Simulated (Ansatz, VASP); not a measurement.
Two plane-wave programs on AlAs

```
CELL_PARAMETERS angstrom
0.00000 2.83893 2.83893
2.83893 0.00000 2.83893
2.83893 2.83893 0.00000
ATOMIC_POSITIONS crystal
Al 0.00000 0.00000 0.00000
As 0.25000 0.25000 0.25000
```

Alike in both runs: task single point; functional PBEsol; k mesh 6 × 6 × 6; occupations gaussian, width 0.5 eV; no spin polarisation.

|  | VASP | Ansatz |
| --- | --- | --- |
| version | VASP 6.6.1 | Ansatz 0.2.0 |
| potentials or method | VASP PAW PBE potentials, release 64 (Al, As) | plane waves |
| plane-wave cutoff (eV) | 500 | 420 |
| valence electrons in the cell | 8 | 18 |

Ansatz gave:

* pressure (GPa): -0.1

Q: What did VASP give for the same quantities?

A: Pressure (GPa): 0.2.

VASP's potentials were made for PBE, not for PBEsol. VASP's potentials hold 8 valence electrons a cell and Ansatz's 18, so a difference there can come from the potentials and not from the codes.
